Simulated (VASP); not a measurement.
# ScH5 (P-43m) in VASP: notebook, part 2 of 2

VASP 6.6.1.

## (4) Single point, PBE

Contents of INCAR:

```
  ALGO = Normal
  EDIFF = 1E-7
  ENCUT = 520
  GGA = PE
  ISIF = 2
  ISMEAR = 0
  LASPH = T
  LCHARG = T
  LELF = T
  LREAL = F
  LVHAR = T
  LWAVE = F
  NBANDS = 17
  NELM = 60
  PREC = Accurate
  SIGMA = 0.1
```

Contents of KPOINTS:

```
k-points
0
Gamma
  6 6 6
```

Contents of POSCAR:

```
ScH5
1.0
    3.6277928818      0.0000000000      0.0000000000
    0.0000000000      3.6277928818      0.0000000000
    0.0000000000      0.0000000000      3.6277928818
Sc H
1 5
Direct
    0.5000000000      0.5000000000      0.5000000000
    0.1988491062      0.1988491062      0.1988491062
    0.8011508938      0.8011508938      0.1988491062
    0.8011508938      0.1988491062      0.8011508938
    0.1988491062      0.8011508938      0.8011508938
    0.0000000000      0.0000000000      0.0000000000
```

Potentials or basis: VASP PAW PBE potentials, release 64 (Sc_sv, H).

Run with:

```bash
$ cat potpaw_PBE.64/Sc_sv/POTCAR potpaw_PBE.64/H/POTCAR > POTCAR
$ mpirun -np 1 vasp_std > vasp.out
```

OUTCAR:

```text
EDIFF = 1E-7
   ENCUT = 520
   GGA = PE
   ISIF = 2
   ISMEAR = 0
   LASPH = T
   LREAL = F
   NELM = 60
   PREC = Accurate

 ion  position               nearest neighbor table
   1  0.500  0.500  0.500-   2 1.89   3 1.89   4 1.89   5 1.89
   2  0.199  0.199  0.199-   1 1.89
   3  0.801  0.801  0.199-   1 1.89
   4  0.801  0.199  0.801-   1 1.89
   5  0.199  0.801  0.801-   1 1.89
   6  0.000  0.000  0.000-

  LATTYP: Found a simple cubic cell.
 ALAT       =     3.6277928818

  Lattice vectors:

 A1 = (   3.6277928818,   0.0000000000,   0.0000000000)
 A2 = (   0.0000000000,   3.6277928818,   0.0000000000)
 A3 = (   0.0000000000,   0.0000000000,   3.6277928818)

Analysis of symmetry for initial positions (statically):
=====================================================================
 Subroutine PRICEL returns:
 Original cell was already a primitive cell.

 Routine SETGRP: Setting up the symmetry group for a
 simple cubic supercell.
[... 172 lines left out ...]

 val. band max:        0.7239842690   @ k =   0.0000   0.0000   0.0000
 cond. band min:       1.8741194528   @ k =   0.0000   0.0000   0.0000
 fundamental gap:      1.1501351838
 Fermi energy:         1.1713370649

 k-point     1 :       0.0000    0.0000    0.0000
  band No.  band energies     occupation
      1     -48.3411      2.00000
      2     -26.9280      2.00000
      3     -26.9280      2.00000
      4     -26.9280      2.00000
      5      -8.0717      2.00000
      6       0.7240      2.00000
[... 377 lines left out ...]
      4     -26.9828      2.00000
      5      -5.3049      2.00000
      6      -1.6762      2.00000
[... 9 lines left out ...]
     16       7.6654      0.00000
     17       7.6654      0.00000

------------------------ aborting loop because EDIFF is reached ----------------------------------------

  FORCE on cell =-STRESS in cart. coord.  units (eV):
  Direction    XX          YY          ZZ          XY          YZ          ZX
  --------------------------------------------------------------------------------------
  -------------------------------------------------------------------------------------
  Total        0.0059691      0.0059691      0.0059691      0.0000000      0.0000000      0.0000000
  in kB        0.2003035      0.2003035      0.2003035      0.0000000      0.0000000      0.0000000
  external PRESSURE =       0.2003035 kB  Pullay stress =       0.0000000 kB

 VOLUME and BASIS-vectors are now :
 -----------------------------------------------------------------------------
  energy-cutoff  :      520.00
  volume of cell :       47.74
      direct lattice vectors                 reciprocal lattice vectors
     3.627792882  0.000000000  0.000000000     0.275649695  0.000000000  0.000000000
     0.000000000  3.627792882  0.000000000     0.000000000  0.275649695  0.000000000
     0.000000000  0.000000000  3.627792882     0.000000000  0.000000000  0.275649695

 POSITION                                       TOTAL-FORCE (eV/Angst)
 -----------------------------------------------------------------------------------
      1.81390      1.81390      1.81390         0.000000      0.000000     -0.000000
      0.72138      0.72138      0.72138        -0.027078     -0.027078     -0.027078
      2.90641      2.90641      0.72138         0.027078      0.027078     -0.027078
      2.90641      0.72138      2.90641         0.027078     -0.027078      0.027078
      0.72138      2.90641      2.90641        -0.027078      0.027078      0.027078
      0.00000      0.00000      0.00000         0.000000      0.000000     -0.000000
 -----------------------------------------------------------------------------------
    total drift:                               -0.000000     -0.000000      0.000000

  FREE ENERGIE OF THE ION-ELECTRON SYSTEM (eV)
  ---------------------------------------------------
  free  energy   TOTEN  =       -21.0579436579 eV

  energy  without entropy=      -21.0579436579  energy(sigma->0) =      -21.05794366
```

Run time: 32 s. Hardware: 1 thread of Intel Xeon 6975P-C, shared host; peak memory 0.16 GiB.

Results:

```
Free energy            : -21.0579 eV
Pressure               : 0.0 GPa
Largest force          : 0.047 eV/Å
Band gap on the k mesh : 1.15 eV, direct
```

Forces in eV/Å, atoms in the order of the input:
```
Sc   0.000  0.000  0.000
H   -0.027 -0.027 -0.027
H    0.027  0.027 -0.027
H    0.027 -0.027  0.027
H   -0.027  0.027  0.027
H    0.000  0.000  0.000
```

Levels at points of the mesh, in eV from the valence-band top:
| k point | band 4 | band 5 | band 6 | band 7 | band 8 | band 9 | band 10 | band 11 | band 12 | band 13 |
| --- | --- | --- | --- | --- | --- | --- | --- | --- | --- | --- |
| (0.00, 0.00, 0.00) | -27.65 | -8.80 | 0.00 | 0.00 | 0.00 | 1.15 | 1.15 | 2.41 | 4.04 | 4.04 |
| (0.50, 0.00, 0.00) | -27.64 | -7.52 | -3.84 | -0.50 | -0.50 | 1.56 | 2.85 | 3.61 | 4.78 | 5.35 |
| (0.50, 0.50, 0.00) | -27.64 | -6.99 | -2.17 | -2.17 | -1.02 | 2.43 | 2.54 | 2.54 | 3.02 | 3.85 |
| (0.50, 0.50, 0.50) | -27.71 | -6.03 | -2.40 | -2.40 | -2.40 | 3.49 | 3.49 | 3.49 | 3.89 | 3.89 |

A k mesh can miss the band edges. As with any semilocal functional, this PBE gap is likely too small.

## (5) Single point, PBE

Contents of INCAR:

```
SYSTEM = ScH5
  PREC = Accurate
  ENCUT = 520
  EDIFF = 1E-7
  ISMEAR = 0
  SIGMA = 0.02
  LREAL = .FALSE.
  LASPH = .TRUE.
  NELM = 100
  ALGO = Normal
  ISIF = 2
  LWAVE = .FALSE.
  LCHARG = .FALSE.
  GGA = PE
  NBANDS = 17
```

Contents of KPOINTS:

```
Automatic mesh
0
G
  8 8 8
  0 0 0
```

Contents of POSCAR:

```
ScH5
1.0
    3.6268161549      0.0000000000      0.0000000000
    0.0000000000      3.6268161549      0.0000000000
    0.0000000000      0.0000000000      3.6268161549
Sc H
1 5
Direct
    0.5000000000      0.5000000000      0.5000000000
    0.1982818568      0.1982818568      0.1982818568
    0.8017181432      0.8017181432      0.1982818568
    0.8017181432      0.1982818568      0.8017181432
    0.1982818568      0.8017181432      0.8017181432
    0.0000000000      0.0000000000      0.0000000000
```

Run with:

```bash
$ cat potpaw_PBE.64/Sc_sv/POTCAR potpaw_PBE.64/H/POTCAR > POTCAR
$ mpirun -np 1 vasp_std > vasp.out
```

Wall time 48 s (1 thread of Intel Xeon 6975P-C, shared host); peak memory 0.17 GiB.

The run converged. Its results:

```
Free energy            : -21.0600 eV
Pressure               : -0.1 GPa
Largest force          : 0.011 eV/Å
Band gap on the k mesh : 1.14 eV, direct
```

Forces on the atoms (eV/Å):
```
Sc   0.000  0.000  0.000
H   -0.006 -0.006 -0.006
H    0.006  0.006 -0.006
H    0.006 -0.006  0.006
H   -0.006  0.006  0.006
H    0.000  0.000  0.000
```

Levels at points of the mesh, in eV from the valence-band top:
```tsv
k point	band 6	band 7	band 8	band 9	band 10	band 11
(0.00, 0.00, 0.00)	0.00	0.00	0.00	1.14	1.14	2.40
(0.50, 0.00, 0.00)	-3.85	-0.50	-0.50	1.55	2.85	3.60
(0.50, 0.50, 0.00)	-2.18	-2.18	-1.02	2.41	2.53	2.53
(0.50, 0.50, 0.50)	-2.41	-2.41	-2.41	3.49	3.49	3.49
```

A k mesh can miss the band edges. Expect the measured gap to be larger: semilocal functionals such as PBE lack the derivative discontinuity.

## (6) Relaxation of cell and atoms, PBE

This run uses another cell than the first one, of 8.85 Å³/atom, 1.112 times its volume.

Contents of INCAR:

```
SYSTEM = ScH5
  PREC = Accurate
  ENCUT = 600
  EDIFF = 1E-7
  ISMEAR = 0
  SIGMA = 0.1
  LREAL = .False.
  LASPH = .True.
  NELM = 100
  ALGO = Normal
  ISIF = 3
  LWAVE = .False.
  LCHARG = .False.
  GGA = PE
  IBRION = 2
  NSW = 90
  EDIFFG = -0.04
```

Contents of KPOINTS:

```
Automatic mesh
0
Gamma
  4 4 4
  0 0 0
```

Contents of POSCAR:

```
ScH5
1.0
    3.7583290900      0.0000000000      0.0000000000
    0.0000000000      3.7583290900      0.0000000000
    0.0000000000      0.0000000000      3.7583290900
Sc H
1 5
Direct
    0.5000000000      0.5000000000      0.5000000000
    0.2685177900      0.2685177900      0.2685177900
    0.7314822100      0.7314822100      0.2685177900
    0.7314822100      0.2685177900      0.7314822100
    0.2685177900      0.7314822100      0.7314822100
    0.0000000000      0.0000000000      0.0000000000
```

Potentials or basis: VASP PAW PBE potentials, release 64 (Sc_sv, H).

Run with:

```bash
$ cat potpaw_PBE.64/Sc_sv/POTCAR potpaw_PBE.64/H/POTCAR > POTCAR
$ mpirun -np 1 vasp_std > vasp.out
```

OUTCAR:

```text
SYSTEM = ScH5
   PREC = Accurate
   ENCUT = 600
   EDIFF = 1E-7
   ISMEAR = 0
   LREAL = .False.
   LASPH = .True.
   NELM = 100
   ISIF = 3
   GGA = PE
   IBRION = 2
   NSW = 90
   EDIFFG = -0.04

 ion  position               nearest neighbor table
   1  0.500  0.500  0.500-   2 1.51   3 1.51   4 1.51   5 1.51
   2  0.269  0.269  0.269-   1 1.51
   3  0.731  0.731  0.269-   1 1.51
   4  0.731  0.269  0.731-   1 1.51
   5  0.269  0.731  0.731-   1 1.51
   6  0.000  0.000  0.000-

  LATTYP: Found a simple cubic cell.
 ALAT       =     3.7583290900

  Lattice vectors:

 A1 = (   3.7583290900,   0.0000000000,   0.0000000000)
 A2 = (   0.0000000000,   3.7583290900,   0.0000000000)
 A3 = (   0.0000000000,   0.0000000000,   3.7583290900)

Analysis of symmetry for initial positions (statically):
=====================================================================
 Subroutine PRICEL returns:
 Original cell was already a primitive cell.

 Routine SETGRP: Setting up the symmetry group for a
 simple cubic supercell.

 Subroutine GETGRP returns: Found 24 space group operations
 (whereof 24 operations were pure point group operations)
 out of a pool of 48 trial point group operations.

The static configuration has the point symmetry T_d .

Analysis of symmetry for dynamics (positions and initial velocities):
=====================================================================
 Subroutine PRICEL returns:
 Original cell was already a primitive cell.

 Routine SETGRP: Setting up the symmetry group for a
 simple cubic supercell.

 Subroutine GETGRP returns: Found 24 space group operations
 (whereof 24 operations were pure point group operations)
 out of a pool of 48 trial point group operations.

The dynamic configuration has the point symmetry T_d .

 Subroutine INISYM returns: Found 24 space group operations
 (whereof 24 operations are pure point group operations),
 and found     1 'primitive' translations

----------------------------------------------------------------------------------------

[... 117 lines left out ...]
 non-spin polarized calculation
 Gauss-broadening in eV      SIGMA  =   0.10
  energy-cutoff  :      600.00
  volume of cell :       53.09
 maximum number of plane-waves:      1800
   NGX = 15   NGY = 15   NGZ = 15

--------------------------------------- Ionic step        1  -------------------------------------------

 number of electron      16.0000006 magnetization

 Free energy of the ion-electron system (eV)
  ---------------------------------------------------
  ext. energy  EPLUGINS =         0.00000000
  ---------------------------------------------------
  free energy    TOTEN  =       -16.40527335 eV

  energy without entropy =      -16.40527335  energy(sigma->0) =      -16.40527335

------------------------ aborting loop because EDIFF is reached ----------------------------------------

  FORCE on cell =-STRESS in cart. coord.  units (eV):
  Direction    XX          YY          ZZ          XY          YZ          ZX
  --------------------------------------------------------------------------------------
  -------------------------------------------------------------------------------------
  Total        8.0013638      8.0013638      8.0013638     -0.0000000      0.0000000     -0.0000000
  in kB      241.4850117    241.4850117    241.4850117     -0.0000000      0.0000000     -0.0000000
  external PRESSURE =     241.4850117 kB  Pullay stress =       0.0000000 kB
[... 107 lines left out ...]
--------------------------------------- Ionic step        4  -------------------------------------------

 number of electron      15.9999997 magnetization

 E-fermi :  -0.2753     XC(G=0):  -8.3128

 val. band max:       -0.8279915517   @ k =   0.0000   0.0000   0.0000
 cond. band min:       0.8880056820   @ k =   0.0000   0.0000   0.0000
 fundamental gap:      1.7159972337
 Fermi energy:        -0.2753365326

 k-point     1 :       0.0000    0.0000    0.0000
  band No.  band energies     occupation
      1     -49.8953      2.00000
      2     -28.4765      2.00000
      3     -28.4765      2.00000
      4     -28.4765      2.00000
      5      -7.4662      2.00000
      6      -0.8280      2.00000
      7      -0.8280      2.00000
      8      -0.8280      2.00000
      9       0.8880      0.00000
     10       0.8880      0.00000
     11       1.4055      0.00000
     12       3.1773      0.00000
[... 332 lines left out ...]
--------------------------------------- Ionic step        9  -------------------------------------------

 number of electron      15.9999999 magnetization

 Free energy of the ion-electron system (eV)
  ---------------------------------------------------
  ext. energy  EPLUGINS =         0.00000000
  ---------------------------------------------------
  free energy    TOTEN  =       -21.04925879 eV

  energy without entropy =      -21.04925879  energy(sigma->0) =      -21.04925879

 E-fermi :   1.3191     XC(G=0):  -9.2235

 val. band max:        0.7705454374   @ k =   0.0000   0.0000   0.0000
 cond. band min:       1.8956576359   @ k =   0.0000   0.0000   0.0000
 fundamental gap:      1.1251121985
 Fermi energy:         1.3190593706

 k-point     1 :       0.0000    0.0000    0.0000
  band No.  band energies     occupation
      1     -48.3147      2.00000
      2     -26.9012      2.00000
      3     -26.9012      2.00000
      4     -26.9012      2.00000
      5      -8.1042      2.00000
      6       0.7705      2.00000
      7       0.7705      2.00000
      8       0.7705      2.00000
      9       1.8957      0.00000
     10       1.8957      0.00000
     11       3.1493      0.00000
     12       4.7767      0.00000
[... 166 lines left out ...]
  FREE ENERGIE OF THE ION-ELECTRON SYSTEM (eV)
  ---------------------------------------------------
  free  energy   TOTEN  =       -21.0492587945 eV

  energy  without entropy=      -21.0492587945  energy(sigma->0) =      -21.04925879

 reached required accuracy - stopping structural energy minimisation
```

OSZICAR:

```text
N       E                     dE             d eps       ncg     rms          rms(c)
DAV:   1     0.164759506243E+03    0.16476E+03   -0.79341E+03   240   0.135E+03
DAV:   2    -0.104816762239E+02   -0.17524E+03   -0.16955E+03   276   0.402E+02
DAV:   3    -0.181518720618E+02   -0.76702E+01   -0.73186E+01   376   0.987E+01
[... 97 lines left out ...]
DAV:   3    -0.210493010324E+02    0.35121E-03   -0.54581E-04   312   0.231E-01    0.523E-02
DAV:   4    -0.210492611236E+02    0.39909E-04   -0.20748E-04   336   0.146E-01    0.123E-02
DAV:   5    -0.210492597983E+02    0.13253E-05   -0.18472E-05   316   0.405E-02    0.433E-03
DAV:   6    -0.210492587465E+02    0.10518E-05   -0.30661E-06   352   0.146E-02    0.108E-03
DAV:   7    -0.210492587945E+02   -0.48012E-07   -0.23626E-07   252   0.392E-03
   9 F= -.21049259E+02 E0= -.21049259E+02  d E =-.208063E-02
```

CONTCAR:

```text
ScH5
   1.00000000000000
     3.6237929617284581    0.0000000000000000   -0.0000000000000000
     0.0000000000000000    3.6237929617284581    0.0000000000000000
     0.0000000000000000    0.0000000000000000    3.6237929617284581
  Sc              H
     1     5
Direct
     0.5000000000000000    0.5000000000000000    0.5000000000000000
     0.1977376697042336    0.1977376697042336    0.1977376697042336
     0.8022623302957665    0.8022623302957665    0.1977376697042336
     0.8022623302957665    0.1977376697042336    0.8022623302957665
     0.1977376697042336    0.8022623302957665    0.8022623302957665
     0.0000000000000000    0.0000000000000000    0.0000000000000000

  0.00000000E+00  0.00000000E+00  0.00000000E+00
  0.00000000E+00  0.00000000E+00  0.00000000E+00
  0.00000000E+00  0.00000000E+00  0.00000000E+00
  0.00000000E+00  0.00000000E+00  0.00000000E+00
  0.00000000E+00  0.00000000E+00  0.00000000E+00
  0.00000000E+00  0.00000000E+00  0.00000000E+00
```

Wall time 2.4 min (1 thread of Intel Xeon 6975P-C, shared host); peak memory 0.17 GiB.

Results:

```yaml
Free_energy: -21.0493 eV
Relaxed_volume: 7.93 Å³/atom
Relaxed_cell: a = 3.624 Å, b = 3.624 Å, c = 3.624 Å, α = 90.00°, β = 90.00°, γ = 90.00°
Space_group_after_relaxing_to_0.05_Å: P-43m (No. 215)
Energy_gained_by_relaxing: 774.0 meV/atom
Ionic_steps: 9
Pressure_after_relaxing: 0.3 GPa
Largest_force_after_relaxing: 0.040 eV/Å
Band_gap_on_the_k_mesh: 1.13 eV, direct
```

Forces in eV/Å, atoms in the order of the input:
```
Sc   0.000  0.000  0.000
H    0.023  0.023  0.023
H   -0.023 -0.023  0.023
H   -0.023  0.023 -0.023
H    0.023 -0.023 -0.023
H    0.000  0.000  0.000
```

The path:
| step | energy change (eV) | largest force (eV/Å) | pressure (GPa) | volume (Å³) |
| --- | --- | --- | --- | --- |
| 1 | 0.0000 | 6.2001 | 24.15 | 53.09 |
| 2 | -3.9563 | 0.6276 | -6.68 | 64.01 |
| 3 | -3.9642 | 0.4866 | -7.37 | 64.59 |
| 4 | -4.2093 | 0.4646 | -6.50 | 60.36 |
| 5 | -4.6151 | 0.2444 | -1.72 | 50.30 |
| 6 | -4.6350 | 0.0283 | 2.00 | 46.32 |
| 7 | -4.6421 | 0.1151 | 0.59 | 47.65 |
| 8 | -4.6419 | 0.0967 | 0.90 | 47.35 |
| 9 | -4.6440 | 0.0398 | 0.29 | 47.59 |

Final structure:
```
CELL_PARAMETERS angstrom
3.62379 0.00000 0.00000
0.00000 3.62379 0.00000
0.00000 0.00000 3.62379
ATOMIC_POSITIONS crystal
Sc 0.50000 0.50000 0.50000
H 0.19774 0.19774 0.19774
H 0.80226 0.80226 0.19774
H 0.80226 0.19774 0.80226
H 0.19774 0.80226 0.80226
H 0.00000 0.00000 0.00000
```

A k mesh can miss the band edges.

## (7) The runs side by side

| task | cell | k mesh | cutoff (eV) | smearing | gap on the mesh (eV) | pressure (GPa) | largest force (eV/Å) |
| --- | --- | --- | --- | --- | --- | --- | --- |
| single point | a = 3.628 Å, 6 atoms | 4 × 4 × 4 | 520 | gaussian 0.1 eV | 1.15 | 0.1 | 0.03 |
| single point | a = 3.758 Å, 6 atoms | 4 × 4 × 4 | 520 | gaussian 0.1 eV | 2.26 | 24.0 | 6.20 |
| single point | a = 3.628 Å, 6 atoms | 6 × 6 × 6 | 520 | gaussian 0.1 eV | 1.15 | 0.0 | 0.05 |
| single point | a = 3.627 Å, 6 atoms | 8 × 8 × 8 | 520 | gaussian 0.02 eV | 1.14 | -0.1 | 0.01 |
| relaxation of cell and atoms | relaxed from a = 3.758 Å, 6 atoms | 4 × 4 × 4 | 600 | gaussian 0.1 eV | 1.13 | 0.3 | 0.04 |

Some of these runs hold the atoms at other places in the same cell, which the table doesn't show; runs alike in all that it shows share one row.

Alike in all rows: level PBE; potentials or basis VASP PAW PBE potentials, release 64 (Sc_sv, H); no spin polarisation.

Caveats: some runs use coarse meshes; forces of over 1 eV/Å act on the atoms, so gaps and moduli don't describe the material at rest (some runs).

Absolute energies hang on the potentials; compare differences alone.
